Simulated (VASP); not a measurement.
NaCl:

```
Na Cl
1.0
    -0.03737    2.76533    2.76533
     2.76533   -0.03737    2.76533
     2.76533    2.76533   -0.03737
Na Cl
1 1
Direct
  0.00000 0.00000 0.00000
  0.50000 0.50000 0.50000
```

This cell differs from its parent crystal: strain along [111] -2.0%.

Base run:

| Quantity | Value |
| --- | --- |
| Program | VASP 6.6.1 |
| Functional | r2SCAN |
| Potentials or basis | VASP PAW PBE potentials, release 64 (Na_pv, Cl) |
| Cutoff | 520 eV |
| k mesh | 8 × 8 × 8 |
| Occupations | gaussian, width 0.01 eV |
| Spin | no spin polarisation |

Its results: band gap on the k mesh 6.03 eV, direct; pressure 0.4 GPa.

Problem. The run is repeated on the same cell with these changes: functional from r2SCAN to PBE; occupations from gaussian, width 0.01 eV to fermi-dirac, width 0.02 eV. What comes out?

Solution. Band gap on the k mesh 5.21 eV, direct; pressure 1.9 GPa.

Caveats: the PAW data sets were made with another functional, which shifts forces and pressure a little (some runs).

